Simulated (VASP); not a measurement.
# TiTe2 in VASP: a series of runs, part 2 of 2

VASP 6.6.1. Earlier steps stand in the parts before.

## Step 4: Relaxation of shape and atoms at fixed volume, PBE (volume scaled by 0.97)

Contents of INCAR:

```
SYSTEM = TiTe2
ALGO     = Normal         ! electronic algorithm
EDIFF    = 1E-6           ! SCF threshold, eV
EDIFFG   = -0.01          ! ionic threshold
ENCUT    = 600            ! plane-wave cutoff, eV
GGA      = PE             ! functional
IBRION   = 2              ! ionic algorithm
ISIF     = 4              ! what is computed and relaxed
ISMEAR   = 0              ! smearing method
LASPH    = .TRUE.         ! aspherical terms in the spheres
LCHARG   = .FALSE.        ! write CHGCAR
LREAL    = .FALSE.        ! projectors in reciprocal space
LWAVE    = .FALSE.        ! write WAVECAR
NELM     = 80             ! most SCF steps
NSW      = 50             ! ionic steps
PREC     = Accurate       ! precision mode
SIGMA    = 0.1            ! smearing width, eV
```

Contents of KPOINTS:

```
k-points
0
G
  12 12 8
  0 0 0
```

Contents of POSCAR:

```
TiTe2
1.0
    3.7309544834      0.0000000000      0.0000000000
   -1.8654772417      3.2311013630      0.0000000000
    0.0000000000      0.0000000000      6.8284344770
Ti Te
1 2
Direct
    0.0000000000      0.0000000000      0.0000000000
    0.6666666667      0.3333333333      0.2508568286
    0.3333333333      0.6666666667      0.7491431714
```

Potentials or basis: VASP PAW PBE potentials, release 64 (Ti_sv, Te).

Launch:

```sh
$ cat potpaw_PBE.64/Ti_sv/POTCAR potpaw_PBE.64/Te/POTCAR > POTCAR
$ mpirun -np 1 vasp_std > vasp.out
```

OUTCAR:

```text
SYSTEM = TiTe2
   EDIFF = 1E-6
   EDIFFG = -0.01
   ENCUT = 600
   GGA = PE
   IBRION = 2
   ISIF = 4
   ISMEAR = 0
   LASPH = .TRUE.
   LREAL = .FALSE.
   NELM = 80
   NSW = 50
   PREC = Accurate

 ion  position               nearest neighbor table
   1  0.000  0.000  0.000-   2 2.75   3 2.75   2 2.75   3 2.75   2 2.75   3 2.75
   2  0.667  0.333  0.251-   1 2.75   1 2.75   1 2.75
   3  0.333  0.667  0.749-   1 2.75   1 2.75   1 2.75

  LATTYP: Found a hexagonal cell.
 ALAT       =     3.7309544834
 C/A-ratio  =     1.8302111450

  Lattice vectors:

 A1 = (   3.7309544834,   0.0000000000,   0.0000000000)
 A2 = (  -1.8654772417,   3.2311013630,   0.0000000000)
 A3 = (   0.0000000000,   0.0000000000,   6.8284344770)

Analysis of symmetry for initial positions (statically):
=====================================================================
 Subroutine PRICEL returns:
 Original cell was already a primitive cell.

 Routine SETGRP: Setting up the symmetry group for a
 hexagonal supercell.

 Subroutine GETGRP returns: Found 12 space group operations
 (whereof 12 operations were pure point group operations)
 out of a pool of 24 trial point group operations.

The static configuration has the point symmetry D_3d.

Analysis of symmetry for dynamics (positions and initial velocities):
=====================================================================
 Subroutine PRICEL returns:
 Original cell was already a primitive cell.

 Routine SETGRP: Setting up the symmetry group for a
 hexagonal supercell.

 Subroutine GETGRP returns: Found 12 space group operations
 (whereof 12 operations were pure point group operations)
 out of a pool of 24 trial point group operations.

The dynamic configuration has the point symmetry D_3d.

 Subroutine INISYM returns: Found 12 space group operations
 (whereof 12 operations are pure point group operations),
 and found     1 'primitive' translations
[... 126 lines left out ...]
   LEPSILON=     F    determine dielectric tensor
   LRPA    =     F    only Hartree local field effects (RPA)
 conjugate gradient relaxation of ions
 non-spin polarized calculation
 Gauss-broadening in eV      SIGMA  =   0.10
  energy-cutoff  :      600.00
  volume of cell :       82.32
 maximum number of plane-waves:      2776
 NGX is ok and might be reduce to    30
   NGX = 15   NGY = 15   NGZ = 27

--------------------------------------- Ionic step        1  -------------------------------------------

 number of electron      24.0000001 magnetization

 Free energy of the ion-electron system (eV)
  ---------------------------------------------------
  ext. energy  EPLUGINS =         0.00000000
  ---------------------------------------------------
  free energy    TOTEN  =       -16.20791563 eV

  energy without entropy =      -16.20226083  energy(sigma->0) =      -16.20508823

------------------------ aborting loop because EDIFF is reached ----------------------------------------

  FORCE on cell =-STRESS in cart. coord.  units (eV):
  Direction    XX          YY          ZZ          XY          YZ          ZX
  --------------------------------------------------------------------------------------
  -------------------------------------------------------------------------------------
  Total        0.9584205      0.9584205      1.0256158      0.0000000     -0.0000000      0.0000000
  in kB       18.6541302     18.6541302     19.9619791      0.0000000     -0.0000000      0.0000000
  external PRESSURE =      19.0900798 kB  Pullay stress =       0.0000000 kB
[... 172 lines left out ...]
--------------------------------------- Ionic step        6  -------------------------------------------

 number of electron      24.0000004 magnetization

 Free energy of the ion-electron system (eV)
  ---------------------------------------------------
  ext. energy  EPLUGINS =         0.00000000
  ---------------------------------------------------
  free energy    TOTEN  =       -16.22019509 eV

  energy without entropy =      -16.21446124  energy(sigma->0) =      -16.21732816

 E-fermi :   6.5299     XC(G=0):  -9.7197

 val. band max:        6.5217469474   @ k =   0.1667  -0.0000   0.0000
 cond. band min:       6.5300075543   @ k =   0.3333  -0.0000   0.5000
 fundamental gap:      0.0082606069
 Fermi energy:         6.5298654676

 k-point     1 :       0.0000    0.0000    0.0000
  band No.  band energies     occupation
      1     -50.9724      2.00000
      2     -27.2280      2.00000
      3     -27.2280      2.00000
      4     -27.1862      2.00000
      5      -5.7820      2.00000
      6      -4.4788      2.00000
[... 433 lines left out ...]
      3     -27.2305      2.00000
      4     -27.1837      2.00000
      5      -5.4451      2.00000
      6      -4.3705      2.00000
[... 8 lines left out ...]
     15       7.8102      0.00000
     16       9.1313      0.00000

 [... further k-points ...]

------------------------ aborting loop because EDIFF is reached ----------------------------------------

  FORCE on cell =-STRESS in cart. coord.  units (eV):
  Direction    XX          YY          ZZ          XY          YZ          ZX
  --------------------------------------------------------------------------------------
  -------------------------------------------------------------------------------------
  Total        0.2057631      0.2057631      0.1855715      0.0000000      0.0000000     -0.0000000
  in kB        4.0048510      4.0048510      3.6118530      0.0000000      0.0000000     -0.0000000
  external PRESSURE =       3.8738517 kB  Pullay stress =       0.0000000 kB
[... 18 lines left out ...]
  FREE ENERGIE OF THE ION-ELECTRON SYSTEM (eV)
  ---------------------------------------------------
  free  energy   TOTEN  =       -16.2201950863 eV

  energy  without entropy=      -16.2144612423  energy(sigma->0) =      -16.21732816

 reached required accuracy - stopping structural energy minimisation
```

OSZICAR:

```text
N       E                     dE             d eps       ncg     rms          rms(c)
DAV:   1     0.188795195473E+03    0.18880E+03   -0.11807E+04  4192   0.155E+03
DAV:   2     0.795293629073E+00   -0.18800E+03   -0.18639E+03  4456   0.356E+02
DAV:   3    -0.178450651517E+02   -0.18640E+02   -0.18053E+02  7200   0.964E+01
DAV:   4    -0.183487237807E+02   -0.50366E+00   -0.50285E+00  5144   0.167E+01
[... 52 lines left out ...]
DAV:   2    -0.162207643283E+02    0.32527E-03   -0.97850E-03  4496   0.681E-01    0.192E-01
DAV:   3    -0.162203925777E+02    0.37175E-03   -0.57128E-03  5720   0.480E-01    0.952E-02
DAV:   4    -0.162202046514E+02    0.18793E-03   -0.11431E-03  5296   0.209E-01    0.454E-02
DAV:   5    -0.162201951275E+02    0.95239E-05   -0.76262E-05  5016   0.630E-02    0.102E-02
DAV:   6    -0.162201950863E+02    0.41216E-07   -0.22897E-06  4152   0.126E-02
   6 F= -.16220195E+02 E0= -.16217328E+02  d E =-.365466E-02
```

Run time: 12 min. Hardware: 1 thread of Intel Xeon 6975P-C, shared host; peak memory 0.39 GiB.

What came out:

| Item | Value |
| --- | --- |
| Free energy | -16.2202 eV |
| Energy gained by relaxing | 4.1 meV/atom |
| Ionic steps | 6 |
| Pressure after relaxing | 0.4 GPa |
| Largest force after relaxing | 0.009 eV/Å |
| Band gap on the k mesh | zero (band 12 reaches 6.93 eV, above the bottom of band 13 at 6.24 eV) |

Forces in eV/Å, atoms in the order of the input:
```
Ti   0.000  0.000  0.000
Te   0.000  0.000 -0.009
Te   0.000  0.000  0.009
```

The path:
```tsv
step	energy change (eV)	largest force (eV/Å)	pressure (GPa)	volume (Å³)
1	0.0000	0.2933	1.91	82.32
2	-0.0063	0.1563	1.40	82.32
3	-0.0086	0.0002	0.80	82.32
4	-0.0104	0.0025	0.68	82.32
5	-0.0122	0.0109	0.33	82.32
6	-0.0123	0.0090	0.39	82.32
```

Final structure:
```yaml
crystal:
  lattice:
    - [3.76043, 0.00000, 0.00000]
    - [-1.88022, 3.25663, 0.00000]
    - [0.00000, 0.00000, 6.72181]
  atoms:
    - { symbol: Ti, position: [0.00000, 0.00000, 0.00000] }
    - { symbol: Te, position: [0.66667, 0.33333, 0.25744] }
    - { symbol: Te, position: [0.33333, 0.66667, 0.74256] }
```

Levels at points of the mesh, in eV from the Fermi level:
| k point | band 9 | band 10 | band 11 | band 12 | band 13 | band 14 | band 15 | band 16 |
| --- | --- | --- | --- | --- | --- | --- | --- | --- |
| (0.00, 0.00, 0.00) | -1.59 | 0.21 | 0.29 | 0.40 | 0.40 | 1.12 | 1.12 | 3.12 |
| (0.50, 0.00, 0.00) | -2.58 | -2.38 | -1.74 | -0.98 | -0.02 | 1.16 | 1.49 | 2.42 |
| (0.00, 0.00, 0.50) | -1.54 | -1.54 | 0.39 | 0.39 | 0.89 | 0.89 | 0.92 | 3.44 |
| (0.50, 0.00, 0.50) | -2.43 | -1.94 | -1.14 | -0.59 | -0.29 | 1.16 | 1.48 | 2.67 |

Caveat: the cell differs from its parent crystal (volume scaled by 0.97); spin-orbit coupling is left out, which moves the levels of the heavy elements; this functional lacks dispersion, which binds the layers, so the pressure and a relaxed spacing across them are unreliable.

## Step 5: Overview

```tsv
task	cell	k mesh	cutoff (eV)	gap on the mesh (eV)	pressure (GPa)	largest force (eV/Å)
single point	a = 3.707, b = 3.772, c = 6.443 Å, angles 90.0, 91.1, 120.6°, 3 atoms	15 × 15 × 8	520	none	3.0	0.47
relaxation of shape and atoms at fixed volume	relaxed from a = 3.719, b = 3.719, c = 6.660 Å, angles 90.0, 90.0, 120.0°, 3 atoms	12 × 12 × 8	600	none	1.2	-
relaxation of shape and atoms at fixed volume	relaxed from a = 3.731, b = 3.731, c = 6.828 Å, angles 90.0, 90.0, 120.0°, 3 atoms	12 × 12 × 8	600	none	0.4	0.01
```

Alike in all rows: level PBE; potentials or basis VASP PAW PBE potentials, release 64 (Ti_sv, Te); no spin polarisation; smearing gaussian 0.1 eV.

Caveats: spin-orbit coupling is left out, which moves the levels of the heavy elements; this functional lacks dispersion, which binds the layers, so the pressure and a relaxed spacing across them are unreliable.

Absolute energies hang on the potentials; compare differences alone.
